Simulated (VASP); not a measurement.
Here is a VASP 6.6.1 calculation.

File INCAR:

```
SYSTEM = Zn5CdS6
PREC = Accurate
ENCUT = 520
EDIFF = 1E-6
ISMEAR = 0
SIGMA = 0.1
LREAL = .False.
LASPH = .True.
NELM = 100
ALGO = Normal
ISIF = 2
LWAVE = .False.
LCHARG = .False.
GGA = PE
NBANDS = 66
```

KPOINTS

```
regular mesh
0
Gamma
  6 6 1
  0 0 0
```

File POSCAR:

```
Zn5CdS6
1.0
    3.8936492000      0.0000000000      0.0000000000
   -1.9468246000      3.3719991000      0.0000000000
    0.0000000000      0.0000000000     19.2771702000
Zn Cd S
5 1 6
Direct
    0.3333333000      0.6666667000      0.9958810000
    0.3333333000      0.6666667000      0.6710020000
    0.6666667000      0.3333333000      0.1579410000
    0.6666667000      0.3333333000      0.5086140000
    0.6666667000      0.3333333000      0.8334320000
    0.3333333000      0.6666667000      0.3362050000
    0.3333333000      0.6666667000      0.1183150000
    0.3333333000      0.6666667000      0.4684690000
    0.3333333000      0.6666667000      0.7934350000
    0.6666667000      0.3333333000      0.2798170000
    0.6666667000      0.3333333000      0.6310330000
    0.6666667000      0.3333333000      0.9558570000
```

Potentials or basis: VASP PAW PBE potentials, release 64 (Zn, Cd, S).

Run with:

```sh
$ cat potpaw_PBE.64/Zn/POTCAR potpaw_PBE.64/Cd/POTCAR potpaw_PBE.64/S/POTCAR > POTCAR
$ mpirun -np 1 vasp_std > vasp.out
```

(1) Estimate the largest force.

(2) What does it give for the pressure?

Answers

(1) 0.028 eV/Å.

(2) 0.2 GPa.
